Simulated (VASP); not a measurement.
# Li3Os (Cmmm) in VASP: a series of runs

Li3Os is run at these levels: LDA; tasks: single point, relaxation of volume and atoms at fixed shape.

All numbers are computed with VASP 6.6.1; they aren't measurements. Logs are shortened: lines on timing, memory, paths and dates and some standing lists are left out, and cuts for length are marked.

## Step 1: The cell of the first run

It takes space group Cmmm (No. 65, orthorhombic). Conventional cell: a = 5.179 Å, b = 7.324 Å, c = 2.589 Å, α = 90.00°, β = 90.00°, γ = 90.00°. Within 3.4 Å of Li (site symmetry 2/m) lie 8 Li at 2.59 Å and 4 Os at 2.59 Å. Li (site symmetry mmm) has 10 Li at 2.59 Å and 2 Os at 2.59 Å within 3.4 Å. Within 3.4 Å of Os (site symmetry mmm) lie 10 Li at 2.59 Å and 2 Os at 2.59 Å.

## Step 2: Single point, LDA

INCAR reads:

```
ALGO     = Normal         # electronic algorithm
EDIFF    = 1E-6           # SCF threshold, eV
ENCUT    = 750            # plane-wave cutoff, eV
GGA      = CA             # functional
GGA_COMPAT= False        
ISIF     = 2              # what is computed and relaxed
ISMEAR   = -1             # smearing method
LASPH    = True           # aspherical terms in the spheres
LCHARG   = True           # write CHGCAR
LELF     = True           # ELF
LREAL    = False          # projectors in reciprocal space
LVHAR    = True         
LWAVE    = False          # write WAVECAR
NBANDS   = 27             # bands
NELM     = 120            # most SCF steps
PREC     = Accurate       # precision mode
SIGMA    = 0.05           # smearing width, eV
```

KPOINTS reads:

```
k-points
0
Gamma
  4 4 4
```

POSCAR reads:

```
Li3Os
1.0
    0.0000000000      3.6618698960      3.6618698960
    3.6618698960      0.0000000000      3.6618698960
    3.6618698960      3.6618698960      0.0000000000
Li Os
6 2
Direct
    0.0000000000      0.0000000000      0.0000000000
    0.0000000000      0.5000000000      0.0000000000
    0.0000000000      0.5000000000      0.5000000000
    0.5000000000      0.0000000000      0.0000000000
    0.5000000000      0.5000000000      0.0000000000
    0.5000000000      0.5000000000      0.5000000000
    0.0000000000      0.0000000000      0.5000000000
    0.5000000000      0.0000000000      0.5000000000
```

Potentials or basis: VASP PAW LDA potentials, release 64 (Li_sv, Os).

Run with:

```sh
$ cat potpaw_LDA.64/Li_sv/POTCAR potpaw_LDA.64/Os/POTCAR > POTCAR
$ mpirun -np 1 vasp_std > vasp.out
```

OUTCAR:

```text
EDIFF = 1E-6
   ENCUT = 750
   GGA = CA
   ISIF = 2
   ISMEAR = -1
   LASPH = True
   LREAL = False
   NELM = 120
   PREC = Accurate

 ion  position               nearest neighbor table
   1  0.000  0.000  0.000-   2 2.59   4 2.59   7 2.59   3 2.59   7 2.59   8 2.59   2 2.59   3 2.59
                             5 2.59   4 2.59   5 2.59   8 2.59
   2  0.000  0.500  0.000-   1 2.59   3 2.59   5 2.59   3 2.59   6 2.59   7 2.59   1 2.59   4 2.59
                             7 2.59   4 2.59   5 2.59   6 2.59
   3  0.000  0.500  0.500-   2 2.59   6 2.59   7 2.59   1 2.59   2 2.59   5 2.59   1 2.59   7 2.59
                             8 2.59   5 2.59   6 2.59   8 2.59
   4  0.500  0.000  0.000-   1 2.59   5 2.59   8 2.59   6 2.59   7 2.59   8 2.59   2 2.59   5 2.59
                             6 2.59   1 2.59   2 2.59   7 2.59
   5  0.500  0.500  0.000-   2 2.59   4 2.59   6 2.59   3 2.59   6 2.59   8 2.59   1 2.59   4 2.59
                             8 2.59   1 2.59   2 2.59   3 2.59
   6  0.500  0.500  0.500-   3 2.59   5 2.59   8 2.59   2 2.59   4 2.59   5 2.59   4 2.59   7 2.59
                             8 2.59   2 2.59   3 2.59   7 2.59
   7  0.000  0.000  0.500-   1 2.59   3 2.59   8 2.59   1 2.59   2 2.59   4 2.59   2 2.59   3 2.59
                             6 2.59   4 2.59   6 2.59   8 2.59
   8  0.500  0.000  0.500-   4 2.59   6 2.59   7 2.59   1 2.59   4 2.59   5 2.59   3 2.59   5 2.59
                             6 2.59   1 2.59   3 2.59   7 2.59

  LATTYP: Found a face centered cubic cell.
 ALAT       =     7.3237397920

  Lattice vectors:

 A1 = (   0.0000000000,   3.6618698960,   3.6618698960)
 A2 = (   3.6618698960,   0.0000000000,   3.6618698960)
 A3 = (   3.6618698960,   3.6618698960,   0.0000000000)

Analysis of symmetry for initial positions (statically):
=====================================================================
 Subroutine PRICEL returns following result:

  LATTYP: Found a base centered orthorhombic cell.
 ALAT       =     5.1786660706
 B/A-ratio  =     1.4142135624
 C/A-ratio  =     0.5000000000

  Lattice vectors:

 A1 = (  -3.6618698960,  -1.8309349480,   1.8309349480)
 A2 = (   3.6618698960,  -1.8309349480,   1.8309349480)
 A3 = (   0.0000000000,   1.8309349480,   1.8309349480)

   2 primitive cells build up your supercell.

 Routine SETGRP: Setting up the symmetry group for a
 face centered cubic supercell.

 Subroutine GETGRP returns: Found  8 space group operations
 (whereof  4 operations were pure point group operations)
 out of a pool of 48 trial point group operations.

The static configuration has the point symmetry C_2h.
 The point group associated with its full space group is D_2h.

Analysis of symmetry for dynamics (positions and initial velocities):
=====================================================================
 Subroutine PRICEL returns following result:

  LATTYP: Found a base centered orthorhombic cell.
 ALAT       =     5.1786660706
 B/A-ratio  =     1.4142135624
 C/A-ratio  =     0.5000000000

  Lattice vectors:

 A1 = (  -3.6618698960,  -1.8309349480,   1.8309349480)
 A2 = (   3.6618698960,  -1.8309349480,   1.8309349480)
 A3 = (   0.0000000000,   1.8309349480,   1.8309349480)

   2 primitive cells build up your supercell.

 Routine SETGRP: Setting up the symmetry group for a
 face centered cubic supercell.

 Subroutine GETGRP returns: Found  8 space group operations
 (whereof  4 operations were pure point group operations)
 out of a pool of 48 trial point group operations.

The dynamic configuration has the point symmetry C_2h.
 The point group associated with its full space group is D_2h.

 Subroutine INISYM returns: Found  8 space group operations
 (whereof  4 operations are pure point group operations),
 and found     2 'primitive' translations

----------------------------------------------------------------------------------------

                                     Primitive cell

  volume of cell :      49.1031

  direct lattice vectors                    reciprocal lattice vectors
    -3.661869896 -1.830934948  1.830934948    -0.136542262 -0.136542262  0.136542262
     3.661869896 -1.830934948  1.830934948     0.136542262 -0.136542262  0.136542262
     0.000000000  1.830934948  1.830934948     0.000000000  0.273084525  0.273084525

  length of vectors
     4.484856375  4.484856375  2.589333035     0.236498136  0.236498136  0.386199838

  position of ions in fractional coordinates (direct lattice)
     0.000000000  0.000000000  0.000000000
     0.000000000  0.500000000  0.500000000
     0.500000000  0.500000000  0.000000000
     0.500000000  0.000000000  0.500000000

  ion indices of the primitive-cell ions
   primitive index   ion index
                 1           1
                 2           2
                 3           3
                 4           7

----------------------------------------------------------------------------------------

 KPOINTS: k-points

Automatic generation of k-mesh.
 Grid dimensions read from file:
 generate k-points for:    4    4    4

 Generating k-lattice:

  Cartesian coordinates                     Fractional coordinates (reciprocal lattice)
    -0.034135566  0.034135566  0.034135566     0.250000000  0.000000000  0.000000000
     0.034135566 -0.034135566  0.034135566     0.000000000  0.250000000  0.000000000
     0.034135566  0.034135566 -0.034135566     0.000000000  0.000000000  0.250000000

  Length of vectors
     0.059124534  0.059124534  0.059124534

  Shift w.r.t. Gamma in fractional coordinates (k-lattice)
     0.000000000  0.000000000  0.000000000

 Subroutine IBZKPT returns following result:
 ===========================================

 Found     18 irreducible k-points:

 Following reciprocal coordinates:
            Coordinates               Weight
  0.000000  0.000000  0.000000      1.000000
  0.250000  0.000000  0.000000      4.000000
  0.000000  0.250000  0.000000      4.000000
  0.500000  0.000000  0.000000      2.000000
  0.000000  0.500000  0.000000      2.000000
  0.250000  0.250000  0.000000      4.000000
[... 10 lines left out ...]
 -0.250000  0.500000  0.250000      4.000000
  0.500000  0.250000 -0.250000      2.000000
   k-points           NKPTS =     18   k-points in BZ     NKDIM =     18   number of bands    NBANDS=     27
   number of dos      NEDOS =    301   number of ions     NIONS =      8
   total plane-waves  NPLWV = 110592
   dimension x,y,z NGX =    48 NGY =   48 NGZ =   48
   dimension x,y,z NGXF=    96 NGYF=   96 NGZF=   96
   ions per type =               6   2
   NGX,Y,Z   is equivalent  to a cutoff of  15.41, 15.41, 15.41 a.u.
   NGXF,Y,Z  is equivalent  to a cutoff of  30.82, 30.82, 30.82 a.u.
 SYSTEM =  unknown system
   PREC   = accura    normal or accurate (medium, high low for compatibility)
   ISTART =      0    job   : 0-new  1-cont  2-samecut
   ICHARG =      2    charge: 1-file 2-atom 10-const
   ISPIN  =      1    spin polarized calculation?
   LNONCOLLINEAR =      F non collinear calculations
   LSORBIT =      F    spin-orbit coupling
   LASPH  =      T    aspherical Exc in radial PAW
   ENCUT  =  750.0 eV  55.12 Ry    7.42 a.u.  11.56 11.56 11.56*2*pi/ulx,y,z
   NELM   =    120;   NELMIN=  2; NELMDL= -5     # of ELM steps
   EDIFF  = 0.1E-05   stopping-criterion for ELM
   LREAL  =      F    real-space projection
   EDIFFG = 0.1E-04   stopping-criterion for IOM
   NSW    =      0    number of steps for IOM
   IBRION =     -1    ionic relax: 0-MD 1-quasi-New 2-CG
   NFREE  =      0    steps in history (QN), initial steepest desc. (CG)
   ISIF   =      2    stress and relaxation
   ISYM   =      2    0-nonsym 1-usesym 2-fastsym
   POTIM  = 0.5000    time-step for ionic-motion
   TEBEG  =    0.0;   TEEND  =   0.0 temperature during run
   PSTRESS=    0.0 pullay stress
   NELECT =      34.0000    total number of electrons
   NUPDOWN=      -1.0000    fix difference up-down
   EMIN   =  10.00;   EMAX   =-10.00  energy-range for DOS
   EFERMI =   0.00;   METHOD = LEGACY
   ISMEAR =    -1;   SIGMA  =   0.05  broadening in eV -4-tet -1-fermi 0-gaus
   EFERMI_NEDOS =   21; number of points for ismear=-14 and -15
   IALGO  =     38    algorithm
   IMIX   =      4    mixing-type and parameters
     AMIX     =   0.40;   BMIX     =  1.00
     AMIX_MAG =   1.60;   BMIX_MAG =  1.00
  volume/ion in A,a.u.               =      12.28        82.84
  Fermi-wavevector in a.u.,A,eV,Ry     =   1.149533  2.172303 17.979104  1.321427
  Thomas-Fermi vector in A             =   2.286202
   LORBIT       =      0    0 simple, 1 ext, 2 COOP (PROOUT), +10 PAW based schemes
   GGA     = CA    functional components
   LHFCALC =     F    Hartree Fock is set to
   AEXX    =    0.0000 exact exchange contribution
   IVDW    =     0    specifies the selected vdW correction
   LEPSILON=     F    determine dielectric tensor
   LRPA    =     F    only Hartree local field effects (RPA)
 non-spin polarized calculation
  energy-cutoff  :      750.00
  volume of cell :       98.21
 maximum number of plane-waves:      4621
 NGX is ok and might be reduce to    48
   NGX = 23   NGY = 23   NGZ = 23

 number of electron      34.0000007 magnetization

 Free energy of the ion-electron system (eV)
  ---------------------------------------------------
  ext. energy  EPLUGINS =         0.00000000
  ---------------------------------------------------
  free energy    TOTEN  =       -35.85453717 eV

  energy without entropy =      -35.83082705  energy(sigma->0) =      -35.84268211

 E-fermi :   3.8543     XC(G=0): -10.3110

 val. band max:        3.8283177219   @ k =   0.0000   0.0000   0.0000
 cond. band min:       3.8685038950   @ k =   0.0000   0.5000   0.5000
 fundamental gap:      0.0401861731
 Fermi energy:         3.8542906082

 k-point     1 :       0.0000    0.0000    0.0000
  band No.  band energies     occupation
      1     -41.0115      2.00000
      2     -40.9663      2.00000
      3     -40.1957      2.00000
      4     -40.1541      2.00000
      5     -40.1537      2.00000
      6     -40.1134      2.00000
[... 19 lines left out ...]
     26      11.5250      0.00000
     27      11.8213      0.00000

 k-point     2 :       0.2500    0.0000    0.0000
  band No.  band energies     occupation
      1     -41.0043      2.00000
      2     -40.9724      2.00000
      3     -40.1897      2.00000
      4     -40.1603      2.00000
      5     -40.1477      2.00000
      6     -40.1191      2.00000
[... 19 lines left out ...]
     26      10.8626      0.00000
     27      13.0755      0.00000

 k-point     3 :       0.0000    0.2500    0.0000
  band No.  band energies     occupation
      1     -41.0100      2.00000
      2     -40.9660      2.00000
      3     -40.1898      2.00000
      4     -40.1600      2.00000
      5     -40.1480      2.00000
      6     -40.1192      2.00000
[... 19 lines left out ...]
     26      11.1402      0.00000
     27      11.5330      0.00000

 k-point     4 :       0.5000    0.0000    0.0000
  band No.  band energies     occupation
      1     -40.9879      2.00000
      2     -40.9879      2.00000
      3     -40.1751      2.00000
      4     -40.1751      2.00000
      5     -40.1332      2.00000
      6     -40.1332      2.00000
[... 19 lines left out ...]
     26       9.7565      0.00000
     27      13.1594      0.00000
[... 336 lines left out ...]
      4     -40.1538      2.00000
      5     -40.1535      2.00000
      6     -40.1123      2.00000
[... 19 lines left out ...]
     26      10.1350      0.00000
     27      12.2368      0.00000

 k-point    17 :      -0.2500    0.5000    0.2500
  band No.  band energies     occupation
      1     -41.0014      2.00000
      2     -40.9726      2.00000
      3     -40.1842      2.00000
      4     -40.1540      2.00000
      5     -40.1538      2.00000
      6     -40.1246      2.00000
[... 19 lines left out ...]
     26      11.4100      0.00000
     27      12.0389      0.00000

 k-point    18 :       0.5000    0.2500   -0.2500
  band No.  band energies     occupation
      1     -40.9872      2.00000
      2     -40.9872      2.00000
      3     -40.1551      2.00000
      4     -40.1551      2.00000
      5     -40.1534      2.00000
      6     -40.1534      2.00000
[... 19 lines left out ...]
     26      10.6647      0.00000
     27      12.3839      0.00000

------------------------ aborting loop because EDIFF is reached ----------------------------------------

  FORCE on cell =-STRESS in cart. coord.  units (eV):
  Direction    XX          YY          ZZ          XY          YZ          ZX
  --------------------------------------------------------------------------------------
  -------------------------------------------------------------------------------------
  Total        4.9996029     -2.6567316     -2.6567316      0.0000000     -6.0937457      0.0000000
  in kB       81.5656626    -43.3430575    -43.3430575      0.0000000    -99.4159772      0.0000000
  external PRESSURE =      -1.7068175 kB  Pullay stress =       0.0000000 kB

 VOLUME and BASIS-vectors are now :
 -----------------------------------------------------------------------------
  energy-cutoff  :      750.00
  volume of cell :       98.21
      direct lattice vectors                 reciprocal lattice vectors
     0.000000000  3.661869896  3.661869896    -0.136542262  0.136542262  0.136542262
     3.661869896  0.000000000  3.661869896     0.136542262 -0.136542262  0.136542262
     3.661869896  3.661869896  0.000000000     0.136542262  0.136542262 -0.136542262

 POSITION                                       TOTAL-FORCE (eV/Angst)
 -----------------------------------------------------------------------------------
      0.00000      0.00000      0.00000         0.000000      0.000000     -0.000000
      1.83093      0.00000      1.83093         0.000000     -0.000000      0.000000
      3.66187      1.83093      1.83093        -0.000000      0.000000     -0.000000
      0.00000      1.83093      1.83093        -0.000000      0.000000     -0.000000
      1.83093      1.83093      3.66187        -0.000000     -0.000000      0.000000
      3.66187      3.66187      3.66187        -0.000000      0.000000     -0.000000
      1.83093      1.83093      0.00000         0.000000     -0.000000      0.000000
      1.83093      3.66187      1.83093         0.000000      0.000000      0.000000
 -----------------------------------------------------------------------------------
    total drift:                                0.000000      0.000000      0.000000

  FREE ENERGIE OF THE ION-ELECTRON SYSTEM (eV)
  ---------------------------------------------------
  free  energy   TOTEN  =       -35.8545371722 eV

  energy  without entropy=      -35.8308270460  energy(sigma->0) =      -35.84268211
```

Wall time 52 s (1 thread of Intel Xeon 6975P-C (Granite Rapids), shared host); peak memory 0.29 GiB.

What came out:

```
Free energy            : -35.8545 eV
Pressure               : -0.2 GPa
Band gap on the k mesh : zero (bands 17 and 18 overlap by 2.54 eV)
```

Caveat: the k points lie up to 0.37 Å⁻¹ apart, too coarse for converged energies and pressures of a metal; spin-orbit coupling is left out, which moves the levels of the heavy elements.

## Step 3: Relaxation of volume and atoms at fixed shape, LDA

This run uses another cell than the first one, of 19.46 Å³/atom.

INCAR reads:

```
SYSTEM = Li3Os
  ALGO = Normal
  EDIFF = 1E-7
  EDIFFG = -0.03
  ENCUT = 750
  GGA_COMPAT = .FALSE.
  IBRION = 2
  ISIF = 8
  ISMEAR = -1
  LASPH = .TRUE.
  LCHARG = .FALSE.
  LREAL = .FALSE.
  LWAVE = .FALSE.
  NELM = 120
  NELMIN = 4
  NSW = 80
  PREC = Accurate
  SIGMA = 0.05
```

KPOINTS reads:

```
k-points
0
G
  4 4 4
  0 0 0
```

POSCAR, as its differences from that of step 2:

```diff
@@ -2,5 +2,5 @@
 1.0
-    0.0000000000      3.6618698960      3.6618698960
-    3.6618698960      0.0000000000      3.6618698960
-    3.6618698960      3.6618698960      0.0000000000
+    0.0000000000      4.2700000000      4.2700000000
+    4.2700000000      0.0000000000      4.2700000000
+    4.2700000000      4.2700000000      0.0000000000
 Li Os
```

Potentials or basis: VASP PAW LDA potentials, release 64 (Li_sv, Os).

Run with:

```sh
$ cat potpaw_LDA.64/Li_sv/POTCAR potpaw_LDA.64/Os/POTCAR > POTCAR
$ mpirun -np 1 vasp_std > vasp.out
```

Run time: 5.1 min. Hardware: 1 thread of Intel Xeon 6975P-C (Granite Rapids), shared host; peak memory 0.37 GiB.

Results (log left out):

```
Free energy                           : -35.8691 eV
Relaxed volume                        : 12.28 Å³/atom
Relaxed cell                          : a = 5.179 Å, b = 5.179 Å, c = 5.179 Å, α = 60.00°, β = 60.00°, γ = 60.00°
Space group after relaxing (to 0.1 Å) : Cmmm (No. 65)
Energy gained by relaxing             : 486.5 meV/atom
Ionic steps                           : 5
Pressure after relaxing               : 0.0 GPa
Band gap on the k mesh                : zero (bands 17 and 18 overlap by 2.54 eV)
```

Stress tensor (GPa, compression positive):
```
 8.29  0.00  0.00
 0.00 -4.20 -9.94
 0.00 -9.94 -4.20
```

The path:
```tsv
step	energy change (eV)	largest force (eV/Å)	pressure (GPa)	volume (Å³)
1	0.0000	0.0000	-14.54	155.71
2	-3.0603	0.0000	-10.74	119.19
3	-3.8589	0.0000	-2.81	101.83
4	-3.8888	0.0000	0.89	97.16
5	-3.8916	0.0000	-0.04	98.24
```

Final structure:
```cif
data_structure
_symmetry_space_group_name_H-M 'P 1'
_symmetry_Int_Tables_number 1
_cell_length_a 5.1792
_cell_length_b 5.1792
_cell_length_c 5.1792
_cell_angle_alpha 60.000
_cell_angle_beta 60.000
_cell_angle_gamma 60.000
_cell_volume 98.24
loop_
_atom_site_label
_atom_site_type_symbol
_atom_site_fract_x
_atom_site_fract_y
_atom_site_fract_z
_atom_site_occupancy
Li1 Li 0.00000 0.00000 0.00000 1
Li2 Li 0.00000 0.50000 0.00000 1
Li3 Li 0.00000 0.50000 0.50000 1
Li4 Li 0.50000 0.00000 0.00000 1
Li5 Li 0.50000 0.50000 0.00000 1
Li6 Li 0.50000 0.50000 0.50000 1
Os1 Os 0.00000 0.00000 0.50000 1
Os2 Os 0.50000 0.00000 0.50000 1
```

Levels at points of the mesh, in eV from the Fermi level:
| k point | band 15 | band 16 | band 17 | band 18 | band 19 | band 20 |
| --- | --- | --- | --- | --- | --- | --- |
| (0.00, 0.00, 0.00) | -0.03 | 0.09 | 0.14 | 0.18 | 0.24 | 1.42 |
| (0.50, 0.00, 0.00) | -1.60 | -1.60 | -1.22 | -1.22 | 2.33 | 2.33 |
| (0.00, 0.50, 0.00) | -0.67 | -0.03 | 1.23 | 1.31 | 1.41 | 1.46 |
| (0.50, 0.50, 0.00) | -1.54 | -1.54 | -1.31 | -1.31 | 1.49 | 1.49 |
| (0.00, 0.50, 0.50) | -1.22 | -0.19 | -0.06 | 0.01 | 1.30 | 1.36 |

Caveat: the volume moved by over 15 % at a fixed basis, so the end points are rough; spin-orbit coupling is left out, which moves the levels of the heavy elements.

The gap in the log of VASP goes by the Fermi energy; the results here count the filled bands.